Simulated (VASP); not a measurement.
# SiC (NiAs type) (P6_3/mmc) in VASP: a series of runs

The runs below take SiC (NiAs type) through single point, relaxation of cell and atoms, with PBE.

All numbers are computed with VASP 6.6.1; they aren't measurements. Logs are shortened: lines on timing, memory, paths and dates and some standing lists are left out, and cuts for length are marked.

**1. The cell of the first run**

It takes space group P6_3/mmc (No. 194, hexagonal). The conventional cell has a = 2.722 Å, b = 2.722 Å, c = 4.549 Å, α = 90.00°, β = 90.00°, γ = 120.00°. Within 2.6 Å of Si (site symmetry -3m) lie 6 C at 1.94 Å and 2 Si at 2.27 Å. C (site symmetry -6m2) has 6 Si at 1.94 Å within 2.6 Å.

**2. Single point, PBE**

The input, INCAR:

```
SYSTEM = SiC
ALGO = Normal ; EDIFF = 1E-6
ENCUT = 520 ; GGA = PE
ISIF = 2 ; ISMEAR = -1
LASPH = .TRUE. ; LCHARG = .FALSE.
LREAL = .FALSE. ; LWAVE = .FALSE.
NBANDS = 16 ; NELM = 80
PREC = Accurate ; SIGMA = 0.1
```

The input, KPOINTS:

```
k-points
0
G
  12 12 7
  0 0 0
```

The input, POSCAR:

```
SiC
1.0
    2.7222762585      0.0000000000      0.0000000000
   -1.3611381293      2.3575603960      0.0000000000
    0.0000000000      0.0000000000      4.5491082737
Si C
2 2
Direct
    0.0000000000      0.0000000000      0.0000000000
    0.0000000000      0.0000000000      0.5000000000
    0.3333333333      0.6666666667      0.2500000000
    0.6666666667      0.3333333333      0.7500000000
```

Potentials or basis: VASP PAW PBE potentials, release 64 (Si, C).

On the command line:

```sh
cat potpaw_PBE.64/Si/POTCAR potpaw_PBE.64/C/POTCAR > POTCAR
mpirun -np 1 vasp_std > vasp.out
```

OUTCAR:

```text
SYSTEM = SiC
   EDIFF = 1E-6
   ENCUT = 520
   GGA = PE
   ISIF = 2
   ISMEAR = -1
   LASPH = .TRUE.
   LREAL = .FALSE.
   NELM = 80
   PREC = Accurate

 ion  position               nearest neighbor table
   1  0.000  0.000  0.000-   3 1.94   4 1.94   4 1.94   3 1.94   4 1.94   3 1.94   2 2.27   2 2.27

   2  0.000  0.000  0.500-   3 1.94   4 1.94   4 1.94   3 1.94   4 1.94   3 1.94   1 2.27   1 2.27

   3  0.333  0.667  0.250-   1 1.94   2 1.94   1 1.94   2 1.94   1 1.94   2 1.94
   4  0.667  0.333  0.750-   1 1.94   2 1.94   1 1.94   2 1.94   1 1.94   2 1.94

  LATTYP: Found a hexagonal cell.
 ALAT       =     2.7222762585
 C/A-ratio  =     1.6710678277

  Lattice vectors:

 A1 = (   2.7222762585,   0.0000000000,   0.0000000000)
 A2 = (  -1.3611381293,   2.3575603960,   0.0000000000)
 A3 = (   0.0000000000,   0.0000000000,   4.5491082737)

Analysis of symmetry for initial positions (statically):
=====================================================================
 Subroutine PRICEL returns:
 Original cell was already a primitive cell.

 Routine SETGRP: Setting up the symmetry group for a
 hexagonal supercell.

 Subroutine GETGRP returns: Found 24 space group operations
 (whereof 12 operations were pure point group operations)
 out of a pool of 24 trial point group operations.

The static configuration has the point symmetry D_3d.
 The point group associated with its full space group is D_6h.

Analysis of symmetry for dynamics (positions and initial velocities):
=====================================================================
 Subroutine PRICEL returns:
 Original cell was already a primitive cell.

 Routine SETGRP: Setting up the symmetry group for a
 hexagonal supercell.

 Subroutine GETGRP returns: Found 24 space group operations
 (whereof 12 operations were pure point group operations)
 out of a pool of 24 trial point group operations.

The dynamic configuration has the point symmetry D_3d.
 The point group associated with its full space group is D_6h.

 Subroutine INISYM returns: Found 24 space group operations
 (whereof 12 operations are pure point group operations),
 and found     1 'primitive' translations

----------------------------------------------------------------------------------------

                                     Primitive cell

  volume of cell :      29.1959

  direct lattice vectors                    reciprocal lattice vectors
     2.722276258  0.000000000  0.000000000     0.367339647  0.212083644  0.000000000
    -1.361138129  2.357560396  0.000000000     0.000000000  0.424167288  0.000000000
     0.000000000  0.000000000  4.549108274     0.000000000  0.000000000  0.219823302

  length of vectors
     2.722276258  2.722276259  4.549108274     0.424167288  0.424167288  0.219823302

  position of ions in fractional coordinates (direct lattice)
     0.000000000  0.000000000  0.000000000
     0.000000000  0.000000000  0.500000000
     0.333333333  0.666666667  0.250000000
     0.666666667  0.333333333  0.750000000

  ion indices of the primitive-cell ions
   primitive index   ion index
                 1           1
                 2           2
                 3           3
                 4           4

----------------------------------------------------------------------------------------

 KPOINTS: k-points

Automatic generation of k-mesh.
 Grid dimensions read from file:
 generate k-points for:   12   12    7

 Generating k-lattice:

  Cartesian coordinates                     Fractional coordinates (reciprocal lattice)
     0.030611637  0.017673637  0.000000000     0.083333333  0.000000000  0.000000000
     0.000000000  0.035347274  0.000000000     0.000000000  0.083333333  0.000000000
     0.000000000  0.000000000  0.031403329     0.000000000  0.000000000  0.142857143

  Length of vectors
     0.035347274  0.035347274  0.031403329

  Shift w.r.t. Gamma in fractional coordinates (k-lattice)
     0.000000000  0.000000000  0.000000000

 Subroutine IBZKPT returns following result:
 ===========================================

 Found     76 irreducible k-points:

 Following reciprocal coordinates:
            Coordinates               Weight
  0.000000  0.000000  0.000000      1.000000
  0.083333 -0.000000  0.000000      6.000000
  0.166667  0.000000  0.000000      6.000000
  0.250000 -0.000000  0.000000      6.000000
  0.333333  0.000000  0.000000      6.000000
  0.416667 -0.000000  0.000000      6.000000
[... 16 lines left out ...]
  0.250000 -0.000000  0.142857     12.000000
  0.333333  0.000000  0.142857     12.000000
 [... further k-points ...]
   k-points           NKPTS =     76   k-points in BZ     NKDIM =     76   number of bands    NBANDS=     16
   number of dos      NEDOS =    301   number of ions     NIONS =      4
   total plane-waves  NPLWV =  14400
   dimension x,y,z NGX =    20 NGY =   20 NGZ =   36
   dimension x,y,z NGXF=    40 NGYF=   40 NGZF=   72
   ions per type =               2   2
   NGX,Y,Z   is equivalent  to a cutoff of  12.21, 12.21, 13.16 a.u.
   NGXF,Y,Z  is equivalent  to a cutoff of  24.43, 24.43, 26.31 a.u.
 SYSTEM =  SiC
   PREC   = accura    normal or accurate (medium, high low for compatibility)
   ISTART =      0    job   : 0-new  1-cont  2-samecut
   ICHARG =      2    charge: 1-file 2-atom 10-const
   ISPIN  =      1    spin polarized calculation?
   LNONCOLLINEAR =      F non collinear calculations
   LSORBIT =      F    spin-orbit coupling
   LASPH  =      T    aspherical Exc in radial PAW
   ENCUT  =  520.0 eV  38.22 Ry    6.18 a.u.   5.06  5.06  8.46*2*pi/ulx,y,z
   NELM   =     80;   NELMIN=  2; NELMDL= -5     # of ELM steps
   EDIFF  = 0.1E-05   stopping-criterion for ELM
   LREAL  =      F    real-space projection
   EDIFFG = 0.1E-04   stopping-criterion for IOM
   NSW    =      0    number of steps for IOM
   IBRION =     -1    ionic relax: 0-MD 1-quasi-New 2-CG
   NFREE  =      0    steps in history (QN), initial steepest desc. (CG)
   ISIF   =      2    stress and relaxation
   ISYM   =      2    0-nonsym 1-usesym 2-fastsym
   POTIM  = 0.5000    time-step for ionic-motion
   TEBEG  =    0.0;   TEEND  =   0.0 temperature during run
   PSTRESS=    0.0 pullay stress
   NELECT =      16.0000    total number of electrons
   NUPDOWN=      -1.0000    fix difference up-down
   EMIN   =  10.00;   EMAX   =-10.00  energy-range for DOS
   EFERMI =   0.00;   METHOD = LEGACY
   ISMEAR =    -1;   SIGMA  =   0.10  broadening in eV -4-tet -1-fermi 0-gaus
   EFERMI_NEDOS =   21; number of points for ismear=-14 and -15
   IALGO  =     38    algorithm
   IMIX   =      4    mixing-type and parameters
     AMIX     =   0.40;   BMIX     =  1.00
     AMIX_MAG =   1.60;   BMIX_MAG =  1.00
  volume/ion in A,a.u.               =       7.30        49.26
  Fermi-wavevector in a.u.,A,eV,Ry     =   1.339701  2.531667 24.419702  1.794797
  Thomas-Fermi vector in A             =   2.468072
   LORBIT       =      0    0 simple, 1 ext, 2 COOP (PROOUT), +10 PAW based schemes
   GGA     = PE    functional components
   LHFCALC =     F    Hartree Fock is set to
   AEXX    =    0.0000 exact exchange contribution
   IVDW    =     0    specifies the selected vdW correction
   LEPSILON=     F    determine dielectric tensor
   LRPA    =     F    only Hartree local field effects (RPA)
 non-spin polarized calculation
  energy-cutoff  :      520.00
  volume of cell :       29.20
 maximum number of plane-waves:       801
   NGX = 11   NGY = 11   NGZ = 17

 number of electron      16.0000002 magnetization

 Free energy of the ion-electron system (eV)
  ---------------------------------------------------
  ext. energy  EPLUGINS =         0.00000000
  ---------------------------------------------------
  free energy    TOTEN  =       -26.32088827 eV

  energy without entropy =      -26.31284961  energy(sigma->0) =      -26.31686894

 E-fermi :  14.2736     XC(G=0): -13.2425

 val. band max:       14.2661648729   @ k =   0.0833  -0.0000   0.0000
 cond. band min:      14.7993896258   @ k =   0.3333   0.2500   0.1429
 fundamental gap:      0.5332247530
 Fermi energy:        14.2735768612

 k-point     1 :       0.0000    0.0000    0.0000
  band No.  band energies     occupation
      1      -5.6601      2.00000
      2      -0.2520      2.00000
      3       1.6090      2.00000
      4      13.2186      1.99995
      5      13.2186      1.99995
      6      14.1007      1.69846
[... 8 lines left out ...]
     15      24.5736      0.00000
     16      25.3893      0.00000

 k-point     2 :       0.0833   -0.0000    0.0000
  band No.  band energies     occupation
      1      -5.4947      2.00000
      2      -0.1118      2.00000
      3       1.7768      2.00000
      4      12.0556      2.00000
      5      12.6804      2.00000
      6      13.6341      1.99666
[... 8 lines left out ...]
     15      24.0967      0.00000
     16      24.2655      0.00000

 k-point     3 :       0.1667    0.0000    0.0000
  band No.  band energies     occupation
      1      -5.0000      2.00000
      2       0.3040      2.00000
      3       2.2763      2.00000
      4       9.7621      2.00000
      5      11.7892      2.00000
      6      12.2877      2.00000
[... 8 lines left out ...]
     15      24.8959      0.00000
     16      25.5426      0.00000

 k-point     4 :       0.2500   -0.0000    0.0000
  band No.  band energies     occupation
      1      -4.1812      2.00000
      2       0.9721      2.00000
      3       3.0945      2.00000
      4       7.2717      2.00000
      5      10.5275      2.00000
      6      10.9598      2.00000
[... 8 lines left out ...]
     15      26.1587      0.00000
     16      26.3005      0.00000
[... 324 lines left out ...]
 k-point    22 :       0.1667    0.0000    0.1429
  band No.  band energies     occupation
      1      -4.8706      2.00000
      2      -0.5856      2.00000
      3       3.3685      2.00000
      4       9.8567      2.00000
      5      11.8795      2.00000
      6      12.0931      2.00000
[... 8 lines left out ...]
     15      24.9001      0.00000
     16      25.5825      0.00000

 k-point    23 :       0.2500   -0.0000    0.1429
  band No.  band energies     occupation
      1      -4.0532      2.00000
      2       0.1462      2.00000
      3       4.0932      2.00000
      4       7.3979      2.00000
      5      10.2013      2.00000
      6      11.0584      2.00000
[... 8 lines left out ...]
     15      26.4222      0.00000
     16      27.0382      0.00000

 k-point    24 :       0.3333    0.0000    0.1429
  band No.  band energies     occupation
      1      -2.9225      2.00000
      2       1.0947      2.00000
      3       4.5564      2.00000
      4       5.5986      2.00000
      5       8.2125      2.00000
      6      10.4205      2.00000
[... 8 lines left out ...]
     15      27.9708      0.00000
     16      28.3939      0.00000

 [... further k-points ...]
[... 5 lines left out ...]
  --------------------------------------------------------------------------------------
  -------------------------------------------------------------------------------------
  Total        9.3023523      9.3023523      9.2123346     -0.0000000     -0.0000000     -0.0000000
  in kB      510.4839228    510.4839228    505.5440329     -0.0000000     -0.0000000     -0.0000000
  external PRESSURE =     508.8372928 kB  Pullay stress =       0.0000000 kB

 VOLUME and BASIS-vectors are now :
 -----------------------------------------------------------------------------
  energy-cutoff  :      520.00
  volume of cell :       29.20
      direct lattice vectors                 reciprocal lattice vectors
     2.722276258  0.000000000  0.000000000     0.367339647  0.212083644  0.000000000
    -1.361138129  2.357560396  0.000000000     0.000000000  0.424167288  0.000000000
     0.000000000  0.000000000  4.549108274     0.000000000  0.000000000  0.219823302

 POSITION                                       TOTAL-FORCE (eV/Angst)
 -----------------------------------------------------------------------------------
      0.00000      0.00000      0.00000         0.000000      0.000000     -0.000000
      0.00000      0.00000      2.27455         0.000000      0.000000     -0.000000
     -0.00000      1.57171      1.13728         0.000000      0.000000      0.000000
      1.36114      0.78585      3.41183        -0.000000     -0.000000     -0.000000
 -----------------------------------------------------------------------------------
    total drift:                                0.000000     -0.000000      0.000000

  FREE ENERGIE OF THE ION-ELECTRON SYSTEM (eV)
  ---------------------------------------------------
  free  energy   TOTEN  =       -26.3208882689 eV

  energy  without entropy=      -26.3128496055  energy(sigma->0) =      -26.31686894
```

Wall time 17 s (1 thread of Intel Xeon 6975P-C (Granite Rapids), shared host); peak memory 0.15 GiB.

Results:

```yaml
Free_energy: -26.3209 eV
Pressure: 50.9 GPa
Band_gap_on_the_k_mesh: zero (band 8 reaches 14.27 eV, above the bottom of band 9 at 13.62 eV)
```

Stress tensor (GPa, compression positive):
```
51.05  0.00  0.00
 0.00 51.05  0.00
 0.00  0.00 50.55
```

**3. Single point, PBE**

The input, INCAR:

```
PREC = Accurate
ENCUT = 520
EDIFF = 1E-7
ISMEAR = -1
SIGMA = 0.1
LREAL = False
LASPH = True
NELM = 100
ALGO = Normal
ISIF = 2
LWAVE = False
LCHARG = True
GGA = PE
LELF = True
LVHAR = True
NBANDS = 16
```

The input, KPOINTS:

```
Automatic mesh
0
Gamma
  12 12 7
```

Changes to POSCAR since step 2:

```diff
@@ -2,3 +2,3 @@
 1.0
-    2.7222762585      0.0000000000      0.0000000000
+    2.7222762586      0.0000000000      0.0000000000
    -1.3611381293      2.3575603960      0.0000000000
```

Potentials or basis: VASP PAW PBE potentials, release 64 (Si, C).

On the command line:

```sh
cat potpaw_PBE.64/Si/POTCAR potpaw_PBE.64/C/POTCAR > POTCAR
mpirun -np 1 vasp_std > vasp.out
```

It took 19 s on 1 thread of Intel Xeon 6975P-C (Granite Rapids), shared host; peak memory 0.15 GiB.

The run converged. Its results:

```yaml
Free_energy: -26.3209 eV
Pressure: 50.9 GPa
Band_gap_on_the_k_mesh: zero (band 8 reaches 14.27 eV, above the bottom of band 9 at 13.62 eV)
```

Stress tensor (GPa, compression positive):
```
51.05  0.00  0.00
 0.00 51.05  0.00
 0.00  0.00 50.55
```

Levels at points of the mesh, in eV from the Fermi level:
```tsv
k point	band 4	band 5	band 6	band 7	band 8	band 9	band 10	band 11	band 12	band 13
(0.00, 0.00, 0.00)	-1.05	-1.05	-0.17	-0.17	-0.09	5.64	7.04	9.02	9.02	9.61
(0.50, 0.00, 0.00)	-8.99	-7.87	-5.65	-4.49	-1.29	1.84	3.82	6.11	6.65	10.56
```

**4. Relaxation of cell and atoms, PBE, target pressure 51 GPa, at which the enthalpy is minimised**

This run uses another cell than the first one, of 7.19 Å³/atom, 0.985 times its volume.

The input, INCAR:

```
ALGO = Normal
EDIFF = 1E-6
EDIFFG = -0.005
ENCUT = 600
GGA = PE
IBRION = 2
ISIF = 3
ISMEAR = -1
LASPH = True
LCHARG = False
LREAL = False
LWAVE = False
NELM = 60
NSW = 60
PREC = Accurate
PSTRESS = 510.0
SIGMA = 0.1
```

The input, KPOINTS:

```
k-points
0
Gamma
  12 12 7
```

The input, POSCAR:

```
SiC
1.0
    2.7769349736      0.0000000000      0.0000000000
   -1.3884674868      2.4048962318      0.0000000000
    0.0000000000      0.0000000000      4.3042492090
Si C
2 2
Direct
    0.0000000000      0.0000000000      0.0000000000
    0.0000000000      0.0000000000      0.5000000000
    0.3333333333      0.6666666667      0.2500000000
    0.6666666667      0.3333333333      0.7500000000
```

On the command line:

```sh
cat potpaw_PBE.64/Si/POTCAR potpaw_PBE.64/C/POTCAR > POTCAR
mpirun -np 1 vasp_std > vasp.out
```

Wall time 1.8 min (1 thread of Intel Xeon 6975P-C, shared host); peak memory 0.17 GiB.

The run converged. Its results:

```yaml
Free_energy: -26.3178 eV
Relaxed_volume: 7.29 Å³/atom
Relaxed_cell: a = 2.722 Å, b = 2.722 Å, c = 4.547 Å, α = 90.00°, β = 90.00°, γ = 120.00°
Space_group_after_relaxing_to_0.05_Å: P6_3/mmc (No. 194)
Energy_change_on_relaxing_the_enthalpy_is_what_falls: -129.7 meV/atom
Ionic_steps: 12
Pressure_after_relaxing: 51.0 GPa
Band_gap_on_the_k_mesh: zero (band 8 reaches 14.27 eV, above the bottom of band 9 at 13.64 eV)
```

Step by step:
```csv
step,energy change (eV),largest force (eV/Å),pressure (GPa),volume (Å³)
1,0.0000,0.0000,63.76,28.74
2,-0.3217,0.0000,28.24,30.88
3,-0.6727,0.0000,43.42,29.70
4,-0.6577,0.0000,44.28,29.65
5,-0.6522,0.0000,44.58,29.63
6,-0.3051,0.0000,60.39,28.57
7,-0.5174,0.0000,51.07,29.17
8,-0.5145,0.0000,51.19,29.16
9,-0.5182,0.0000,51.00,29.18
10,-0.5163,0.0000,51.10,29.17
11,-0.5208,0.0000,50.90,29.18
12,-0.5187,0.0000,50.98,29.18
```

Final structure:
```
Si C
1.0
     2.72204    0.00000    0.00000
    -1.36102    2.35736    0.00000
     0.00000    0.00000    4.54687
Si C
2 2
Direct
  0.00000 0.00000 0.00000
  0.00000 0.00000 0.50000
  0.33333 0.66667 0.25000
  0.66667 0.33333 0.75000
```

Levels at points of the mesh, in eV from the Fermi level:
| k point | band 5 | band 6 | band 7 | band 8 | band 9 | band 10 | band 11 | band 12 |
| --- | --- | --- | --- | --- | --- | --- | --- | --- |
| (0.00, 0.00, 0.00) | -1.06 | -0.18 | -0.18 | -0.09 | 5.64 | 7.04 | 9.02 | 9.63 |
| (0.50, 0.00, 0.00) | -7.87 | -5.65 | -4.50 | -1.29 | 1.83 | 3.83 | 6.12 | 6.65 |

Caveat: the cell is relaxed towards a set pressure, so the enthalpy falls and the energy may rise.
